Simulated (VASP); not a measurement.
Here is a VASP 6.6.1 calculation.

The input INCAR:

```
SYSTEM = Rh
PREC = Accurate ; ENCUT = 520
EDIFF = 1E-6 ; ISMEAR = 1
SIGMA = 0.15 ; LREAL = .False.
LASPH = .True. ; NELM = 80
ALGO = Normal ; ISIF = 2
LWAVE = .False. ; LCHARG = .False.
GGA = RP ; NBANDS = 14
```

File KPOINTS:

```
Automatic mesh
0
Gamma
  14 14 14
  0 0 0
```

Contents of POSCAR:

```
Rh
1.0
    0.0000000000      1.8978500000      1.8978500000
    1.8978500000      0.0000000000      1.8978500000
    1.8978500000      1.8978500000      0.0000000000
Rh
1
Direct
    0.0000000000      0.0000000000      0.0000000000
```

Potentials or basis: VASP PAW PBE potentials, release 64 (Rh_pv).

Command:

```console
$ cat potpaw_PBE.64/Rh_pv/POTCAR > POTCAR
$ mpirun -np 1 vasp_std > vasp.out
```

(1) What does it give for the pressure?

## Answers

(1) 12.5 GPa.

Caveat: the PAW data sets were made with another functional, which shifts forces and pressure a little.
